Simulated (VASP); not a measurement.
Set up this calculation in VASP 6.6.1, as the native input.

| Item | Value |
| --- | --- |
| Task | single point |
| Functional | PBE |
| Potentials or basis | VASP PAW PBE potentials, release 64 (Pt) |
| Cutoff | 500 eV |
| k mesh | 14 × 14 × 14 |
| Occupations | fermi-dirac, width 0.1 eV |
| Spin | collinear spin |
| Starting moments | [1.2] μB |
| Fixed moment | 1.2 μB |
| Dipole correction | no |
| Further INCAR settings | ALGO = Normal; EDIFF = 1e-06; NBANDS = 15 |

The structure of Pt lies in POSCAR:

```
Pt
1.0
    0.0000000000      1.9609000000      1.9609000000
    1.9609000000      0.0000000000      1.9609000000
    1.9609000000      1.9609000000      0.0000000000
Pt
1
Direct
    0.0000000000      0.0000000000      0.0000000000
```

These files were run (other wordings do the same):

INCAR

```
SYSTEM = Pt
PREC = Accurate
ENCUT = 500
EDIFF = 1E-6
ISMEAR = -1
SIGMA = 0.1
LREAL = .FALSE.
LASPH = .TRUE.
NELM = 200
ALGO = Normal
ISIF = 2
LWAVE = .FALSE.
LCHARG = .FALSE.
ISPIN = 2
MAGMOM = 1.2
LORBIT = 11
NUPDOWN = 1.2
LMAXMIX = 4
GGA = PE
NBANDS = 15
GGA_COMPAT = .FALSE.
```

KPOINTS

```
regular mesh
0
G
  14 14 14
  0 0 0
```

Potentials or basis: VASP PAW PBE potentials, release 64 (Pt).

Launch:

```sh
$ cat potpaw_PBE.64/Pt/POTCAR > POTCAR
$ mpirun -np 1 vasp_std > vasp.out
```

It gave:

| Property | Result |
| --- | --- |
| Pressure | 18.8 GPa |
| Net moment | 1.20 μB per cell |
| Site moments | Pt +1.17 μB |
| Valence electrons inside the program's atomic spheres | Pt 9.29 |

Caveat: the cell stands under pressure; the total moment is fixed, so each spin has its own Fermi level.

Wall time 43 s on 1 thread of Intel Xeon 8259CL, with other jobs on the host, peak memory 0.16 GiB.
